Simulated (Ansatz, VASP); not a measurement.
# LiCl: VASP beside Ansatz

```xyz
2
Lattice="0.0000 2.5648 2.5648 2.5648 0.0000 2.5648 2.5648 2.5648 0.0000" Properties=species:S:1:pos:R:3 pbc="T T T"
Cl    2.5648    2.5648    2.5648
Li    0.0000    0.0000    0.0000
```

Alike in both runs: task relaxation of cell and atoms; functional PBE; k mesh 9 × 9 × 9; occupations fermi-dirac, width 0.05 eV; no spin polarisation.

```csv
,VASP,Ansatz
version,VASP 6.6.1,Ansatz 0.2.0
potentials or method,"VASP PAW PBE potentials, release 64 (Cl, Li_sv), cutoff 600 eV","all-electron LAPW, scalar-relativistic"
```

VASP gave:

```
relaxed volume (Å³/atom)                                     : 17.02
relaxed cell length with the largest relative difference (Å) : 3.637
```

Question: What did Ansatz give for the same quantities?

Answer: Relaxed volume (Å³/atom): 17.08; relaxed cell length with the largest relative difference (Å): 3.642.

Ansatz ran all-electron here, and VASP with PAW potentials.

Noted on VASP's run: the cutoff is short for stress, so the pressure is rough.
